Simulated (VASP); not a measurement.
# SiC: single point with LDA

SiC:

```xyz
4
Lattice="0.0000 -2.1644 -2.3159 0.0000 2.1644 -2.3159 4.3288 0.0000 0.0000" Properties=species:S:1:pos:R:3 pbc="T T T"
Si    2.1644    0.0000   -2.3673
Si    0.0000    0.0000    0.0514
C     1.0822    1.0497   -1.1580
C     3.2466   -1.0497   -1.1580
```

This cell differs from its parent crystal: mode 4 frozen in at -0.048 Å, normal strain along y +0.0700.

| Item | Value |
| --- | --- |
| Program | VASP 6.6.1 |
| Task | single point |
| Functional | LDA |
| Potentials or basis | VASP PAW LDA potentials, release 64 (Si, C) |
| Cutoff | 600 eV |
| k mesh | 10 × 10 × 6 |
| Occupations | gaussian, width 0.05 eV |
| Spin | no spin polarisation |
| Dipole correction | no |
| Further INCAR settings | ALGO = Normal; EDIFF = 1e-06; NBANDS = 16 |

```
Pressure               : -13.7 GPa
Largest force          : 0.647 eV/Å
Band gap on the k mesh : 0.97 eV
```

Forces in eV/Å, atoms in the order of the input:
```
Si   0.000  0.000  0.647
Si   0.000  0.000 -0.647
C    0.000  0.221  0.000
C    0.000 -0.221  0.000
```

Stress tensor (GPa, compression positive):
```
 -6.97   0.00   0.00
  0.00  -7.15   0.00
  0.00   0.00 -26.84
```

Levels at points of the mesh, in eV from the valence-band top:
```
           k point  band 5  band 6  band 7  band 8  band 9  band 10  band 11  band 12
(0.00, 0.00, 0.00)   -3.43   -0.51   -0.02    0.00    0.99     3.47     5.47     6.66
(0.50, 0.00, 0.00)   -4.22   -4.18   -1.60   -1.57    4.63     4.92     7.48     7.69
(0.50, 0.50, 0.00)   -3.54   -3.43   -2.80   -2.80    0.97     1.57     3.46     4.59
(0.00, 0.00, 0.50)   -2.33   -2.33   -2.09   -2.09    3.57     3.57     5.67     5.67
(0.50, 0.00, 0.50)   -1.63   -1.63   -0.80   -0.80    4.38     4.38     6.69     6.69
(0.50, 0.50, 0.50)   -4.95   -4.95   -4.68   -4.68    5.15     5.15     8.56     8.56
```

It took 63 s on 1 thread of Intel Xeon 6975P-C, with other jobs on the host, peak memory 0.21 GiB.

Caveat: the cell differs from its parent crystal (mode 4 frozen in at -0.048 Å, normal strain along y +0.0700). A k mesh can miss the band edges.
